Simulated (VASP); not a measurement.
Write the native input for VASP 6.6.1 that does the following.

* Task: relaxation of the atoms
* Functional: PBE
* Dispersion: D3(BJ)
* Potentials or basis: VASP PAW PBE potentials, release 64 (C, H)
* Cutoff: 520 eV
* k mesh: 1 × 1 × 1
* Occupations: fermi-dirac, width 0.05 eV
* Spin: no spin polarisation
* Dipole correction: no
* Further INCAR settings: LREAL = Auto; ALGO = Normal; EDIFF = 1e-07; IBRION = 2; EDIFFG = -0.3; NSW = 35

The structure of H4C lies in POSCAR:

```
H4C
1.0
    7.6834750000      0.0000000000      0.0000000000
    0.0000000000      7.6834750000      0.0000000000
    0.0000000000      0.0000000000      7.6834750000
C H
8 32
Direct
    0.0050262000      0.7520556000      0.5552637000
    0.9327444000      0.4142406000      0.3632597000
    0.1997594000      0.7701600000      0.0822003000
    0.5878071000      0.2496749000      0.3530478000
    0.1471634000      0.1223041000      0.4062688000
    0.2046898000      0.4765320000      0.8161875000
    0.7647374000      0.6245098000      0.0555458000
    0.5699289000      0.8737623000      0.6261293000
    0.0838130000      0.6745415000      0.4663992000
   -0.0865534000      0.6676686000      0.6231215000
   -0.0664904000      0.8500550000      0.4818186000
    0.0893358000      0.8159574000      0.6497156000
    0.9384957000      0.3269859000      0.2516074000
    1.0636330000      0.4351851000      0.4136797000
    0.8518395000      0.3563838000      0.4643521000
    0.8770093000      0.5384076000      0.3233995000
    0.2519802000      0.8516435000      0.1858637000
    0.0645241000      0.8053474000      0.0579940000
    0.2069475000      0.6339363000      0.1209833000
    0.2755857000      0.7897129000     -0.0360399000
    0.6335261000      0.3817869000      0.3768990000
    0.6248820000      0.1664737000      0.4617478000
    0.6462218000      0.2002720000      0.2336336000
    0.4465985000      0.2501670000      0.3399108000
    0.1622597000      0.1626985000      0.2711648000
    0.2594474000      0.1655111000      0.4813563000
    0.1376416000     -0.0190550000      0.4125630000
    0.0293048000      0.1800619000      0.4599910000
    0.2560045000      0.5498416000      0.9262111000
    0.0645631000      0.4606523000      0.8311884000
    0.2664803000      0.3489703000      0.8114294000
    0.2317114000      0.5466639000      0.6959209000
    0.7676092000      0.4919685000      0.0051747000
    0.6779083000      0.6306603000      0.1675082000
    0.7179889000      0.7124497000     -0.0454187000
    0.8954430000      0.6629606000      0.0949191000
    0.6191366000      0.8802833000      0.4932807000
    0.6773034000      0.8479169000      0.7150979000
    0.4742135000      0.7695832000      0.6360273000
    0.5090619000      0.9972658000      0.6601114000
```

These files were run (other wordings do the same):

INCAR

```
PREC = Accurate
ENCUT = 520
EDIFF = 1E-7
ISMEAR = -1
SIGMA = 0.05
LREAL = Auto
LASPH = T
NELM = 60
ALGO = Normal
ISIF = 2
LWAVE = F
LCHARG = F
GGA = PE
IVDW = 12
IBRION = 2
NSW = 35
EDIFFG = -0.3
```

KPOINTS

```
Automatic mesh
0
Gamma
  1 1 1
```

Potentials or basis: VASP PAW PBE potentials, release 64 (C, H).

The run is started by

```sh
$ cat potpaw_PBE.64/C/POTCAR potpaw_PBE.64/H/POTCAR > POTCAR
$ mpirun -np 1 vasp_gam > vasp.out
```

It gave:

| Item | Value |
| --- | --- |
| Energy gained by relaxing | 23.2 meV/atom |
| Ionic steps | 19 |
| Pressure after relaxing | 1.6 GPa |
| Largest force after relaxing | 0.291 eV/Å |
| Band gap on the k mesh | 6.80 eV |
| Dispersion energy per atom | -0.031 eV |

Caveat: the k points lie up to 0.82 Å⁻¹ apart; the relaxation stopped at a loose force limit of 0.3 eV/Å, so its end isn't a converged minimum.

It took 11 min on 1 thread of Intel(R) Xeon(R) Platinum 8488C (Sapphire Rapids) (shared host), peak memory 0.51 GiB.
